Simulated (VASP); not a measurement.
# Ru (Fm-3m) in VASP: single point with LDA

Aim: the single point of Ru with LDA.

Everything below comes from runs of VASP 6.6.1. Logs are shortened: lines on timing, memory, paths and dates and some standing lists are left out, and cuts for length are marked.

## (1) The cell of the first run

The structure is cubic, space group Fm-3m (No. 225). The conventional cell has a = 3.830 Å, b = 3.830 Å, c = 3.830 Å, α = 90.00°, β = 90.00°, γ = 90.00°. Ru (site symmetry m-3m) has 12 Ru at 2.71 Å within 3.6 Å.

## (2) Single point, LDA

INCAR reads:

```
SYSTEM = Ru
PREC = Accurate ; ENCUT = 500
EDIFF = 1E-6 ; ISMEAR = 0
SIGMA = 0.1 ; LREAL = .FALSE.
LASPH = .TRUE. ; NELM = 120
ALGO = Normal ; ISIF = 2
LWAVE = .FALSE. ; LCHARG = .FALSE.
NBANDS = 13 ; GGA_COMPAT = .FALSE.
```

KPOINTS reads:

```
Automatic mesh
0
G
  8 8 8
  0 0 0
```

POSCAR reads:

```
Ru
1.0
    0.0000000000      1.9150000000      1.9150000000
    1.9150000000      0.0000000000      1.9150000000
    1.9150000000      1.9150000000      0.0000000000
Ru
1
Direct
    0.0000000000      0.0000000000      0.0000000000
```

Potentials or basis: VASP PAW LDA potentials, release 64 (Ru_pv).

Run with:

```sh
$ cat potpaw_LDA.64/Ru_pv/POTCAR > POTCAR
$ mpirun -np 1 vasp_std > vasp.out
```

OUTCAR:

```text
SYSTEM = Ru
   PREC = Accurate
   ENCUT = 500
   EDIFF = 1E-6
   ISMEAR = 0
   LREAL = .FALSE.
   LASPH = .TRUE.
   NELM = 120
   ISIF = 2

 ion  position               nearest neighbor table
   1  0.000  0.000  0.000-

  LATTYP: Found a face centered cubic cell.
 ALAT       =     3.8300000000

  Lattice vectors:

 A1 = (   0.0000000000,   1.9150000000,   1.9150000000)
 A2 = (   1.9150000000,   0.0000000000,   1.9150000000)
 A3 = (   1.9150000000,   1.9150000000,   0.0000000000)

Analysis of symmetry for initial positions (statically):
=====================================================================
 Subroutine PRICEL returns:
 Original cell was already a primitive cell.

 Routine SETGRP: Setting up the symmetry group for a
 face centered cubic supercell.

 Subroutine GETGRP returns: Found 48 space group operations
 (whereof 48 operations were pure point group operations)
 out of a pool of 48 trial point group operations.

The static configuration has the point symmetry O_h .

Analysis of symmetry for dynamics (positions and initial velocities):
=====================================================================
 Subroutine PRICEL returns:
 Original cell was already a primitive cell.

 Routine SETGRP: Setting up the symmetry group for a
 face centered cubic supercell.

 Subroutine GETGRP returns: Found 48 space group operations
 (whereof 48 operations were pure point group operations)
 out of a pool of 48 trial point group operations.

The dynamic configuration has the point symmetry O_h .

 Subroutine INISYM returns: Found 48 space group operations
 (whereof 48 operations are pure point group operations),
 and found     1 'primitive' translations

----------------------------------------------------------------------------------------

                                     Primitive cell

  volume of cell :      14.0455

  direct lattice vectors                    reciprocal lattice vectors
     0.000000000  1.915000000  1.915000000    -0.261096606  0.261096606  0.261096606
     1.915000000  0.000000000  1.915000000     0.261096606 -0.261096606  0.261096606
     1.915000000  1.915000000  0.000000000     0.261096606  0.261096606 -0.261096606

  length of vectors
     2.708218972  2.708218972  2.708218972     0.452232587  0.452232587  0.452232587

  position of ions in fractional coordinates (direct lattice)
     0.000000000  0.000000000  0.000000000

  ion indices of the primitive-cell ions
[... 75 lines left out ...]
   LREAL  =      F    real-space projection
   EDIFFG = 0.1E-04   stopping-criterion for IOM
   NSW    =      0    number of steps for IOM
   IBRION =     -1    ionic relax: 0-MD 1-quasi-New 2-CG
   NFREE  =      0    steps in history (QN), initial steepest desc. (CG)
   ISIF   =      2    stress and relaxation
   ISYM   =      2    0-nonsym 1-usesym 2-fastsym
   POTIM  = 0.5000    time-step for ionic-motion
   TEBEG  =    0.0;   TEEND  =   0.0 temperature during run
   PSTRESS=    0.0 pullay stress
   NELECT =      14.0000    total number of electrons
   NUPDOWN=      -1.0000    fix difference up-down
   EMIN   =  10.00;   EMAX   =-10.00  energy-range for DOS
   EFERMI =   0.00;   METHOD = LEGACY
   ISMEAR =     0;   SIGMA  =   0.10  broadening in eV -4-tet -1-fermi 0-gaus
   EFERMI_NEDOS =   21; number of points for ismear=-14 and -15
   IALGO  =     38    algorithm
   IMIX   =      4    mixing-type and parameters
     AMIX     =   0.40;   BMIX     =  1.00
     AMIX_MAG =   1.60;   BMIX_MAG =  1.00
  volume/ion in A,a.u.               =      14.05        94.78
  Fermi-wavevector in a.u.,A,eV,Ry     =   1.635330  3.090326 36.386117  2.674304
  Thomas-Fermi vector in A             =   2.726821
   LORBIT       =      0    0 simple, 1 ext, 2 COOP (PROOUT), +10 PAW based schemes
   GGA     = CA    functional components
   LHFCALC =     F    Hartree Fock is set to
   AEXX    =    0.0000 exact exchange contribution
   IVDW    =     0    specifies the selected vdW correction
   LEPSILON=     F    determine dielectric tensor
   LRPA    =     F    only Hartree local field effects (RPA)
 non-spin polarized calculation
 Gauss-broadening in eV      SIGMA  =   0.10
  energy-cutoff  :      500.00
  volume of cell :       14.05
 maximum number of plane-waves:       368
   NGX =  9   NGY =  9   NGZ =  9

 number of electron      13.9999998 magnetization

 Free energy of the ion-electron system (eV)
  ---------------------------------------------------
  ext. energy  EPLUGINS =         0.00000000
  ---------------------------------------------------
  free energy    TOTEN  =       -10.55678295 eV

  energy without entropy =      -10.55281014  energy(sigma->0) =      -10.55479654

 E-fermi :  11.8931     XC(G=0): -14.1717

 val. band max:       11.8802172633   @ k =   0.0000   0.0000   0.0000
 cond. band min:      12.0409174076   @ k =   0.2500   0.0000   0.0000
 fundamental gap:      0.1607001444
 Fermi energy:        11.8930792184

 k-point     1 :       0.0000    0.0000    0.0000
  band No.  band energies     occupation
      1     -30.2069      2.00000
      2     -30.2069      2.00000
      3     -30.2069      2.00000
      4       4.2466      2.00000
      5       9.5310      2.00000
      6       9.5310      2.00000
      7       9.5310      2.00000
      8      11.8802      1.14434
      9      11.8802      1.14434
     10      22.1511      0.00000
     11      27.0481      0.00000
     12      32.5451      0.00000
     13      32.5451      0.00000
[... 354 lines left out ...]
  band No.  band energies     occupation
      1     -31.0458      2.00000
      2     -30.5946      2.00000
      3     -30.4201      2.00000
      4       7.3668      2.00000
      5       8.2643      2.00000
      6       9.9083      2.00000
      7      10.6848      2.00000
      8      13.4307      0.00000
      9      18.1640      0.00000
     10      21.2154      0.00000
     11      22.1550      0.00000
     12      28.1094      0.00000
     13      29.0484      0.00000

 [... further k-points ...]
[... 5 lines left out ...]
  --------------------------------------------------------------------------------------
  -------------------------------------------------------------------------------------
  Total       -1.8008991     -1.8008991     -1.8008991     -0.0000000     -0.0000000     -0.0000000
  in kB     -205.4298914   -205.4298914   -205.4298914     -0.0000000     -0.0000000     -0.0000000
  external PRESSURE =    -205.4298914 kB  Pullay stress =       0.0000000 kB

 VOLUME and BASIS-vectors are now :
 -----------------------------------------------------------------------------
  energy-cutoff  :      500.00
  volume of cell :       14.05
      direct lattice vectors                 reciprocal lattice vectors
     0.000000000  1.915000000  1.915000000    -0.261096606  0.261096606  0.261096606
     1.915000000  0.000000000  1.915000000     0.261096606 -0.261096606  0.261096606
     1.915000000  1.915000000  0.000000000     0.261096606  0.261096606 -0.261096606

 POSITION                                       TOTAL-FORCE (eV/Angst)
 -----------------------------------------------------------------------------------
      0.00000      0.00000      0.00000         0.000000     -0.000000      0.000000
 -----------------------------------------------------------------------------------
    total drift:                               -0.000000     -0.000000     -0.000000

  FREE ENERGIE OF THE ION-ELECTRON SYSTEM (eV)
  ---------------------------------------------------
  free  energy   TOTEN  =       -10.5567829451 eV

  energy  without entropy=      -10.5528101434  energy(sigma->0) =      -10.55479654
```

OSZICAR:

```text
N       E                     dE             d eps       ncg     rms          rms(c)
DAV:   1     0.103058881734E+03    0.10306E+03   -0.82563E+03   762   0.112E+03
DAV:   2    -0.100726902328E+02   -0.11313E+03   -0.10874E+03   819   0.316E+02
DAV:   3    -0.112866606816E+02   -0.12140E+01   -0.12099E+01   859   0.362E+01
DAV:   4    -0.112902673070E+02   -0.36066E-02   -0.36066E-02   824   0.212E+00
DAV:   5    -0.112902925882E+02   -0.25281E-04   -0.25282E-04   849   0.160E-01    0.120E+01
DAV:   6    -0.106008769293E+02    0.68942E+00   -0.11888E+00   769   0.141E+01    0.274E+00
DAV:   7    -0.105625522088E+02    0.38325E-01   -0.49862E-02   799   0.259E+00    0.793E-01
DAV:   8    -0.105567603437E+02    0.57919E-02   -0.32973E-03   759   0.780E-01    0.397E-02
DAV:   9    -0.105567735921E+02   -0.13248E-04   -0.75465E-05   814   0.109E-01    0.172E-02
DAV:  10    -0.105567829742E+02   -0.93821E-05   -0.22062E-06   821   0.172E-02    0.965E-04
DAV:  11    -0.105567829451E+02    0.29099E-07   -0.53439E-08   387   0.305E-03
   1 F= -.10556783E+02 E0= -.10554797E+02  d E =-.397280E-02
```

Wall time 5.1 s (1 thread of AMD EPYC 7R13 (Zen 3), shared host); peak memory 0.09 GiB.

What came out:

* Free energy: -10.5568 eV
* Pressure: -20.5 GPa
* Band gap on the k mesh: zero (band 7 reaches 14.16 eV, above the bottom of band 8 at 11.18 eV)

Levels at points of the mesh, in eV from the Fermi level:
| k point | band 3 | band 4 | band 5 | band 6 | band 7 | band 8 | band 9 | band 10 | band 11 | band 12 |
| --- | --- | --- | --- | --- | --- | --- | --- | --- | --- | --- |
| (0.00, 0.00, 0.00) | -42.10 | -7.65 | -2.36 | -2.36 | -2.36 | -0.01 | -0.01 | 10.26 | 15.16 | 20.65 |
| (0.50, 0.00, 0.00) | -42.23 | -5.75 | -2.47 | -2.47 | 1.10 | 1.78 | 1.78 | 9.74 | 10.27 | 14.75 |
| (0.50, 0.50, 0.00) | -42.45 | -6.00 | -5.55 | 1.74 | 2.27 | 2.27 | 3.64 | 10.26 | 13.26 | 13.26 |
